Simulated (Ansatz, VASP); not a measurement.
**Hg: VASP beside Ansatz**

File INCAR:

```
SYSTEM = Hg
PREC = Accurate
ENCUT = 500
EDIFF = 1E-6
ISMEAR = 0
SIGMA = 0.05
LREAL = .False.
LASPH = .True.
NELM = 120
ALGO = Normal
ISIF = 2
LWAVE = .False.
LCHARG = .True.
GGA = PE
LELF = .True.
LVHAR = .True.
NBANDS = 12
GGA_COMPAT = .False.
```

Contents of KPOINTS:

```
regular mesh
0
Gamma
  16 16 16
  0 0 0
```

Contents of POSCAR:

```
Hg
1.0
    0.0000000000      2.4848144786      2.4848144786
    2.4848144786      0.0000000000      2.4848144786
    2.4848144786      2.4848144786      0.0000000000
Hg
1
Direct
    0.0000000000      0.0000000000      0.0000000000
```

Input for Ansatz:

```yaml
crystal:
  lattice:
    - [0.0, 2.4848144786, 2.4848144786]
    - [2.4848144786, 0.0, 2.4848144786]
    - [2.4848144786, 2.4848144786, 0.0]
  atoms:
    - { symbol: Hg, position: [0.0, 0.0, 0.0] }
basis:
  ecutwfc: 600
  ecutrho_ratio: 5
kpoints:
  mp_grid: { grid: [16, 16, 16] }
hamiltonian:
  xc: pbe
scf:
  occupations: { method: gaussian, width: 0.05 }
output:
  forces: true
  stress: true
  eigenvalues: true
```

Alike in both runs: task single point; functional PBE; k mesh 16 × 16 × 16; occupations gaussian, width 0.05 eV; no spin polarisation.

```csv
,VASP,Ansatz
version,VASP 6.6.1,Ansatz 0.2.0
potentials or method,"VASP PAW PBE potentials, release 64 (Hg), cutoff 500 eV","scalar-relativistic, plane waves, PAW"
valence electrons in the cell,12,20
```

|  | VASP | Ansatz | Ansatz less VASP |
| --- | --- | --- | --- |
| gap on the k mesh at the Fermi level (eV) | none | none | - |
| pressure (GPa) | 0.5 | 0.4 | -0.06 |

A gap of «none» marks a metal or a gap that the smearing closes. VASP's potentials hold 12 valence electrons a cell and Ansatz's 20, so a difference there can come from the potentials and not from the codes.

Spin-orbit coupling is off throughout.
